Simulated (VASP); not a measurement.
The system is Sn.

```
Sn
1.0
    -2.01557    2.01557    1.64961
     2.01557   -2.01557    1.64961
     2.01557    2.01557   -1.64961
Sn
1
Direct
  0.00000 0.00000 0.00000
```

Base run:

```yaml
Program: VASP 6.6.1
Functional: r2SCAN
Potentials_or_basis: VASP PAW PBE potentials, release 64 (Sn_d)
Cutoff: 520 eV
k_mesh: 10 × 10 × 10
Occupations: fermi-dirac, width 0.05 eV
Spin: no spin polarisation
```

Its results: band gap on the k mesh zero (bands 7 and 8 overlap by 9.50 eV); pressure 0.5 GPa.

Question: The run is repeated on the same cell with these changes: functional from r2SCAN to PBE; further incar settings from ALGO = Normal; EDIFF = 1e-07; NBANDS = 13 to ALGO = Fast; EDIFF = 1e-06; NBANDS = 13. What comes out?

Answer: Band gap on the k mesh zero (bands 7 and 8 overlap by 8.99 eV); pressure 1.9 GPa.

Caveats: spin-orbit coupling is left out, which moves the levels of the heavy elements; the PAW data sets were made with another functional, which shifts forces and pressure a little (at least some runs).
